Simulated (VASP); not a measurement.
Write the native input for VASP 6.6.1 that does the following.

* Task: electric field gradients
* Functional: PBEsol
* Potentials or basis: VASP PAW PBE potentials, release 64 (Na_pv)
* Cutoff: 400 eV
* k mesh: 12 × 12 × 12
* Occupations: fermi-dirac, width 0.05 eV
* Spin: no spin polarisation
* Dipole correction: no
* Further INCAR settings: ALGO = Normal; EDIFF = 1e-08; NBANDS = 10

The structure of Na lies in POSCAR:

```
Na
1.0
   -2.1040267987      2.1040267987      2.1040267987
    2.1040267987     -2.1040267987      2.1040267987
    2.1040267987      2.1040267987     -2.1040267987
Na
1
Direct
    0.0000000000      0.0000000000      0.0000000000
```

The input as run:

INCAR

```
SYSTEM = Na
PREC = Accurate
ENCUT = 400
EDIFF = 1E-8
ISMEAR = -1
SIGMA = 0.05
LREAL = .False.
LASPH = .True.
NELM = 120
ALGO = Normal
ISIF = 2
LWAVE = .False.
LCHARG = .False.
GGA = PS
LEFG = .True.
NBANDS = 10
GGA_COMPAT = .False.
```

KPOINTS

```
Automatic mesh
0
Gamma
  12 12 12
  0 0 0
```

Potentials or basis: VASP PAW PBE potentials, release 64 (Na_pv).

The run is started by

```sh
$ cat potpaw_PBE.64/Na_pv/POTCAR > POTCAR
$ mpirun -np 1 vasp_std > vasp.out
```

Results of the run:

The pressure is -0.4 GPa.

Caveat: without QUAD_EFG the Cq values of the log hold for a quadrupole moment of 1 mb, not for the nuclei; the PAW data sets were made with another functional, which shifts forces and pressure a little.

Wall time 16 s on 1 thread of AMD EPYC 7R43 64-Core Processor (Zen 3) (shared host), peak memory 0.1 GiB.
